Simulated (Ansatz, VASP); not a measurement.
One calculation of HfN, two programs

POSCAR

```
HfN
1.0
    0.0000000000      2.3724345563      2.5191830855
    2.3724345563      0.0000000000      2.5191830855
    2.3724345563      2.3724345563      0.0000000000
Hf N
1 1
Direct
    0.0000000000      0.0000000000      0.0000000000
    0.7500000000      0.7500000000      0.7500000000
```

The input INCAR.step1:

```
  PREC = Accurate
  ENCUT = 520
  ISMEAR = 0
  SIGMA = 0.15
  LREAL = F
  LASPH = T
  NELM = 80
  NBANDS = 14
  GGA = PE
  ALGO = Normal
  EDIFF = 1E-4
  LWAVE = T
  LCHARG = F
```

File INCAR.step2:

```
  PREC = Accurate
  ENCUT = 520
  EDIFF = 1E-6
  ISMEAR = 0
  SIGMA = 0.15
  LREAL = F
  LASPH = T
  NELM = 80
  ALGO = Normal
  ISIF = 2
  LWAVE = F
  LCHARG = T
  METAGGA = R2SCAN
  LMIXTAU = T
  LELF = T
  LVHAR = T
  NBANDS = 14
  ISTART = 1
```

File KPOINTS:

```
regular mesh
0
Gamma
  22 22 22
```

Input for Ansatz:

```yaml
crystal:
  lattice:
    - [0.0, 2.3724345563, 2.5191830855]
    - [2.3724345563, 0.0, 2.5191830855]
    - [2.3724345563, 2.3724345563, 0.0]
  atoms:
    - { symbol: Hf, position: [0.0, 0.0, 0.0] }
    - { symbol: "N", position: [0.75, 0.75, 0.75] }
basis:
  ecutwfc: 500
kpoints:
  mp_grid: { grid: [22, 22, 22] }
hamiltonian:
  xc: r2scan
scf:
  occupations: { method: gaussian, width: 0.15 }
output:
  forces: true
  stress: true
  eigenvalues: true
```

Change from the starting cell: strain -0.030 along x and y, +0.030 along z, atoms carried along.

Alike in both runs: task single point; functional r2SCAN; k mesh 22 × 22 × 22; occupations gaussian, width 0.15 eV; no spin polarisation.

|  | VASP | Ansatz |
| --- | --- | --- |
| version | VASP 6.6.1 | Ansatz 0.2.0 |
| potentials or method | VASP PAW PBE potentials, release 64 (Hf_pv, N), cutoff 520 eV | scalar-relativistic, plane waves, PAW |
| valence electrons in the cell | 15 | 31 |

|  | VASP | Ansatz | Ansatz less VASP |
| --- | --- | --- | --- |
| gap on the k mesh at the Fermi level (eV) | none | none | - |
| pressure (GPa) | 5.3 | 6.6 | +1.31 |
| traceless stress, the component that is largest in VASP (GPa) | -7.22 | -7.17 | +0.048 |

VASP's potentials were made for PBE, not for r2SCAN. A gap of «none» marks a metal or a gap that the smearing closes. VASP's potentials hold 15 valence electrons a cell and Ansatz's 31, so a difference there can come from the potentials and not from the codes.

Neither program's run includes spin-orbit coupling.
